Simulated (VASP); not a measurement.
# Rb2Na (Fm-3m) in VASP: further runs, part 2 of 2

VASP 6.6.1.

## (3) Single point, PBE

This run uses another cell than the first one, of 78.31 Å³/atom.

Input file INCAR:

```
SYSTEM = Rb2Na
  PREC = Accurate
  ENCUT = 520
  EDIFF = 1E-6
  ISMEAR = 0
  SIGMA = 0.1
  LREAL = .False.
  LASPH = .True.
  NELM = 60
  ALGO = Normal
  ISIF = 2
  LWAVE = .False.
  LCHARG = .False.
  GGA = PE
  NBANDS = 20
```

Input file KPOINTS:

```
Automatic mesh
0
Gamma
  4 4 4
  0 0 0
```

Input file POSCAR:

```
Rb2Na
1.0
    0.0000000000      4.8974345409      4.8974345409
    4.8974345409      0.0000000000      4.8974345409
    4.8974345409      4.8974345409      0.0000000000
Rb Na
2 1
Direct
    0.2500000000      0.2500000000      0.2500000000
    0.7500000000      0.7500000000      0.7500000000
    0.0000000000      0.0000000000      0.0000000000
```

Potentials or basis: VASP PAW PBE potentials, release 64 (Rb_sv, Na_pv).

Launch:

```bash
> cat potpaw_PBE.64/Rb_sv/POTCAR potpaw_PBE.64/Na_pv/POTCAR > POTCAR
> mpirun -np 1 vasp_std > vasp.out
```

OUTCAR:

```text
SYSTEM = Rb2Na
   PREC = Accurate
   ENCUT = 520
   EDIFF = 1E-6
   ISMEAR = 0
   LREAL = .False.
   LASPH = .True.
   NELM = 60
   ISIF = 2
   GGA = PE

 ion  position               nearest neighbor table
   1  0.250  0.250  0.250-   3 4.24   3 4.24   3 4.24   3 4.24   2 4.90   2 4.90   2 4.90   2 4.90
                             2 4.90   2 4.90
   2  0.750  0.750  0.750-   3 4.24   3 4.24   3 4.24   3 4.24   1 4.90   1 4.90   1 4.90   1 4.90
                             1 4.90   1 4.90
   3  0.000  0.000  0.000-   2 4.24   2 4.24   2 4.24   1 4.24   1 4.24   1 4.24   2 4.24   1 4.24

  LATTYP: Found a face centered cubic cell.
 ALAT       =     9.7948690818

  Lattice vectors:

 A1 = (   0.0000000000,   4.8974345409,   4.8974345409)
 A2 = (   4.8974345409,   0.0000000000,   4.8974345409)
 A3 = (   4.8974345409,   4.8974345409,   0.0000000000)

Analysis of symmetry for initial positions (statically):
=====================================================================
 Subroutine PRICEL returns:
 Original cell was already a primitive cell.

 Routine SETGRP: Setting up the symmetry group for a
 face centered cubic supercell.

 Subroutine GETGRP returns: Found 48 space group operations
 (whereof 48 operations were pure point group operations)
 out of a pool of 48 trial point group operations.

The static configuration has the point symmetry O_h .

Analysis of symmetry for dynamics (positions and initial velocities):
=====================================================================
 Subroutine PRICEL returns:
 Original cell was already a primitive cell.

 Routine SETGRP: Setting up the symmetry group for a
 face centered cubic supercell.

 Subroutine GETGRP returns: Found 48 space group operations
 (whereof 48 operations were pure point group operations)
 out of a pool of 48 trial point group operations.

The dynamic configuration has the point symmetry O_h .

 Subroutine INISYM returns: Found 48 space group operations
 (whereof 48 operations are pure point group operations),
 and found     1 'primitive' translations

----------------------------------------------------------------------------------------

                                     Primitive cell

  volume of cell :     234.9286

  direct lattice vectors                    reciprocal lattice vectors
     0.000000000  4.897434541  4.897434541    -0.102094269  0.102094269  0.102094269
     4.897434541  0.000000000  4.897434541     0.102094269 -0.102094269  0.102094269
     4.897434541  4.897434541  0.000000000     0.102094269  0.102094269 -0.102094269

  length of vectors
     6.926018349  6.926018349  6.926018349     0.176832461  0.176832461  0.176832461

  position of ions in fractional coordinates (direct lattice)
     0.250000000  0.250000000  0.250000000
     0.750000000  0.750000000  0.750000000
     0.000000000  0.000000000  0.000000000

  ion indices of the primitive-cell ions
   primitive index   ion index
                 1           1
                 2           2
                 3           3

----------------------------------------------------------------------------------------

 KPOINTS: Automatic mesh

Automatic generation of k-mesh.
 Grid dimensions read from file:
 generate k-points for:    4    4    4

 Generating k-lattice:

  Cartesian coordinates                     Fractional coordinates (reciprocal lattice)
    -0.025523567  0.025523567  0.025523567     0.250000000  0.000000000  0.000000000
     0.025523567 -0.025523567  0.025523567     0.000000000  0.250000000  0.000000000
     0.025523567  0.025523567 -0.025523567     0.000000000  0.000000000  0.250000000

  Length of vectors
     0.044208115  0.044208115  0.044208115

  Shift w.r.t. Gamma in fractional coordinates (k-lattice)
     0.000000000  0.000000000  0.000000000

 Subroutine IBZKPT returns following result:
 ===========================================

 Found      8 irreducible k-points:

 Following reciprocal coordinates:
            Coordinates               Weight
  0.000000  0.000000  0.000000      1.000000
  0.250000  0.000000  0.000000      8.000000
  0.500000  0.000000  0.000000      4.000000
  0.250000  0.250000  0.000000      6.000000
  0.500000  0.250000  0.000000     24.000000
 -0.250000  0.250000  0.000000     12.000000
  0.500000  0.500000  0.000000      3.000000
 -0.250000  0.500000  0.250000      6.000000
   k-points           NKPTS =      8   k-points in BZ     NKDIM =      8   number of bands    NBANDS=     20
   number of dos      NEDOS =    301   number of ions     NIONS =      3
   total plane-waves  NPLWV = 157464
   dimension x,y,z NGX =    54 NGY =   54 NGZ =   54
   dimension x,y,z NGXF=   108 NGYF=  108 NGZF=  108
   ions per type =               2   1
   NGX,Y,Z   is equivalent  to a cutoff of  12.96, 12.96, 12.96 a.u.
   NGXF,Y,Z  is equivalent  to a cutoff of  25.92, 25.92, 25.92 a.u.
 SYSTEM =  Rb2Na
   PREC   = accura    normal or accurate (medium, high low for compatibility)
   ISTART =      0    job   : 0-new  1-cont  2-samecut
   ICHARG =      2    charge: 1-file 2-atom 10-const
   ISPIN  =      1    spin polarized calculation?
   LNONCOLLINEAR =      F non collinear calculations
   LSORBIT =      F    spin-orbit coupling
   LASPH  =      T    aspherical Exc in radial PAW
   ENCUT  =  520.0 eV  38.22 Ry    6.18 a.u.  12.88 12.88 12.88*2*pi/ulx,y,z
   NELM   =     60;   NELMIN=  2; NELMDL= -5     # of ELM steps
   EDIFF  = 0.1E-05   stopping-criterion for ELM
   LREAL  =      F    real-space projection
   EDIFFG = 0.1E-04   stopping-criterion for IOM
   NSW    =      0    number of steps for IOM
   IBRION =     -1    ionic relax: 0-MD 1-quasi-New 2-CG
   NFREE  =      0    steps in history (QN), initial steepest desc. (CG)
   ISIF   =      2    stress and relaxation
   ISYM   =      2    0-nonsym 1-usesym 2-fastsym
   POTIM  = 0.5000    time-step for ionic-motion
   TEBEG  =    0.0;   TEEND  =   0.0 temperature during run
   PSTRESS=    0.0 pullay stress
   NELECT =      25.0000    total number of electrons
   NUPDOWN=      -1.0000    fix difference up-down
   EMIN   =  10.00;   EMAX   =-10.00  energy-range for DOS
   EFERMI =   0.00;   METHOD = LEGACY
   ISMEAR =     0;   SIGMA  =   0.10  broadening in eV -4-tet -1-fermi 0-gaus
   EFERMI_NEDOS =   21; number of points for ismear=-14 and -15
   IALGO  =     38    algorithm
   IMIX   =      4    mixing-type and parameters
     AMIX     =   0.40;   BMIX     =  1.00
     AMIX_MAG =   1.60;   BMIX_MAG =  1.00
  volume/ion in A,a.u.               =      78.31       528.46
  Fermi-wavevector in a.u.,A,eV,Ry     =   0.775788  1.466026  8.188618  0.601846
  Thomas-Fermi vector in A             =   1.878129
   LORBIT       =      0    0 simple, 1 ext, 2 COOP (PROOUT), +10 PAW based schemes
   GGA     = PE    functional components
   LHFCALC =     F    Hartree Fock is set to
   AEXX    =    0.0000 exact exchange contribution
   IVDW    =     0    specifies the selected vdW correction
   LEPSILON=     F    determine dielectric tensor
   LRPA    =     F    only Hartree local field effects (RPA)
 non-spin polarized calculation
 Gauss-broadening in eV      SIGMA  =   0.10
  energy-cutoff  :      520.00
  volume of cell :      234.93
 maximum number of plane-waves:      6352
 NGX is ok and might be reduce to    54
   NGX = 25   NGY = 25   NGZ = 25

 number of electron      24.9999993 magnetization

 Free energy of the ion-electron system (eV)
  ---------------------------------------------------
  ext. energy  EPLUGINS =         0.00000000
  ---------------------------------------------------
  free energy    TOTEN  =        -2.93083971 eV

  energy without entropy =       -2.91463509  energy(sigma->0) =       -2.92273740

 E-fermi :  -0.1509     XC(G=0):  -5.4423

 val. band max:       -0.2502772166   @ k =   0.5000   0.2500   0.0000
 cond. band min:      -0.1015298504   @ k =  -0.2500   0.5000   0.2500
 fundamental gap:      0.1487473662
 Fermi energy:        -0.1508617018

 k-point     1 :       0.0000    0.0000    0.0000
  band No.  band energies     occupation
      1     -28.9930      2.00000
      2     -28.9871      2.00000
      3     -25.2996      2.00000
      4     -25.2996      2.00000
      5     -25.2996      2.00000
      6     -13.1052      2.00000
[... 12 lines left out ...]
     19       3.0728      0.00000
[... 145 lines left out ...]
      4     -25.2996      2.00000
      5     -25.2996      2.00000
      6     -13.1181      2.00000
[... 12 lines left out ...]
     19       2.5453      0.00000
     20       3.7258      0.00000

------------------------ aborting loop because EDIFF is reached ----------------------------------------

  FORCE on cell =-STRESS in cart. coord.  units (eV):
  Direction    XX          YY          ZZ          XY          YZ          ZX
  --------------------------------------------------------------------------------------
  -------------------------------------------------------------------------------------
  Total        0.1410781      0.1410781      0.1410781     -0.0000000     -0.0000000      0.0000000
  in kB        0.9621314      0.9621314      0.9621314     -0.0000000     -0.0000000      0.0000000
  external PRESSURE =       0.9621314 kB  Pullay stress =       0.0000000 kB

 VOLUME and BASIS-vectors are now :
 -----------------------------------------------------------------------------
  energy-cutoff  :      520.00
  volume of cell :      234.93
      direct lattice vectors                 reciprocal lattice vectors
     0.000000000  4.897434541  4.897434541    -0.102094269  0.102094269  0.102094269
     4.897434541  0.000000000  4.897434541     0.102094269 -0.102094269  0.102094269
     4.897434541  4.897434541  0.000000000     0.102094269  0.102094269 -0.102094269

 POSITION                                       TOTAL-FORCE (eV/Angst)
 -----------------------------------------------------------------------------------
      2.44872      2.44872      2.44872        -0.000000     -0.000000     -0.000000
      7.34615      7.34615      7.34615         0.000000      0.000000      0.000000
      0.00000      0.00000      0.00000         0.000000      0.000000     -0.000000
 -----------------------------------------------------------------------------------
    total drift:                                0.000000      0.000000      0.000000

  FREE ENERGIE OF THE ION-ELECTRON SYSTEM (eV)
  ---------------------------------------------------
  free  energy   TOTEN  =        -2.9308397094 eV

  energy  without entropy=       -2.9146350859  energy(sigma->0) =       -2.92273740
```

OSZICAR:

```text
N       E                     dE             d eps       ncg     rms          rms(c)
DAV:   1     0.174951070430E+03    0.17495E+03   -0.10157E+04   328   0.949E+02
DAV:   2     0.171321503427E+02   -0.15782E+03   -0.15421E+03   376   0.236E+02
DAV:   3    -0.217849007314E+01   -0.19311E+02   -0.19198E+02   500   0.751E+01
DAV:   4    -0.292280151429E+01   -0.74431E+00   -0.74109E+00   488   0.144E+01
DAV:   5    -0.294680461295E+01   -0.24003E-01   -0.23997E-01   444   0.185E+00    0.194E+00
DAV:   6    -0.293743046653E+01    0.93741E-02   -0.17116E-02   424   0.613E-01    0.118E+00
DAV:   7    -0.293053681558E+01    0.68937E-02   -0.29299E-02   400   0.607E-01    0.935E-02
DAV:   8    -0.293080366714E+01   -0.26685E-03   -0.36232E-03   448   0.252E-01    0.531E-02
DAV:   9    -0.293082999834E+01   -0.26331E-04   -0.10232E-04   416   0.505E-02    0.235E-02
DAV:  10    -0.293083939785E+01   -0.93995E-05   -0.18329E-05   388   0.341E-02    0.110E-02
DAV:  11    -0.293083970941E+01   -0.31156E-06   -0.43861E-06   396   0.137E-02
   1 F= -.29308397E+01 E0= -.29227374E+01  d E =-.162046E-01
```

stdout:

```text
POSCAR found type information on POSCAR RbNa
 POSCAR found :  2 types and       3 ions
 scaLAPACK will be used
 LDA part: xc-table for (Slater+PW92), standard interpolation
 POSCAR, INCAR and KPOINTS ok, starting setup
 FFT: planning ... GRIDC
 FFT: planning ... GRID_SOFT
 FFT: planning ... GRID
 WAVECAR not read
 entering main loop
```

Wall time 29 s (1 thread of AMD EPYC 9R45 (Zen 5), shared host); peak memory 0.35 GiB.

What came out:

- Free energy: -2.9308 eV
- Pressure: 0.1 GPa
- Band gap on the k mesh: zero (an odd number of electrons rules out a gap without spin polarisation)

Levels at points of the mesh, in eV from the Fermi level:
| k point | band 10 | band 11 | band 12 | band 13 | band 14 | band 15 |
| --- | --- | --- | --- | --- | --- | --- |
| (0.00, 0.00, 0.00) | -12.90 | -12.90 | -2.12 | 1.37 | 1.37 | 1.37 |
| (0.50, 0.00, 0.00) | -12.93 | -12.93 | -1.07 | -0.51 | 1.57 | 1.57 |
| (0.50, 0.50, 0.00) | -12.90 | -12.89 | -0.57 | -0.45 | 0.80 | 1.31 |
